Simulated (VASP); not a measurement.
A run of VASP 6.6.1:

INCAR

```
SYSTEM = MgGaC4N4
PREC = Accurate
ENCUT = 520
EDIFF = 1E-7
ISMEAR = 0
SIGMA = 0.1
LREAL = .False.
LASPH = .True.
NELM = 60
ALGO = Normal
ISIF = 2
LWAVE = .False.
LCHARG = .False.
GGA = PE
NBANDS = 36
```

File KPOINTS:

```
regular mesh
0
Gamma
  4 4 4
  0 0 0
```

The input POSCAR:

```
MgGaC4N4
1.0
    5.9798653848      0.0000000000      0.0000000000
    0.0000000000      5.9798653848      0.0000000000
    0.0000000000      0.0000000000      5.9798653848
Mg Ga C N
1 1 4 4
Direct
    0.5000000000      0.5000000000      0.5000000000
    0.0000000000      0.0000000000      0.0000000000
    0.1897925493      0.1897925493      0.1897925493
    0.1897925493      0.8102074507      0.8102074507
    0.8102074507      0.1897925493      0.8102074507
    0.8102074507      0.8102074507      0.1897925493
    0.3029581438      0.3029581438      0.3029581438
    0.3029581438      0.6970418562      0.6970418562
    0.6970418562      0.3029581438      0.6970418562
    0.6970418562      0.6970418562      0.3029581438
```

Potentials or basis: VASP PAW PBE potentials, release 64 (Mg, Ga_d, C, N).

Command:

```bash
$ cat potpaw_PBE.64/Mg/POTCAR potpaw_PBE.64/Ga_d/POTCAR potpaw_PBE.64/C/POTCAR potpaw_PBE.64/N/POTCAR > POTCAR
$ mpirun -np 1 vasp_std > vasp.out
```

Hardware: 1 thread of Intel(R) Xeon(R) 6975P-C (Granite Rapids), on a shared host.

How long does it take, and how much memory?

Run time: 42 s on 1 thread of Intel(R) Xeon(R) 6975P-C (Granite Rapids), on a shared host, peak memory 0.36 GiB. Counts: scf iterations 16, k points 10.
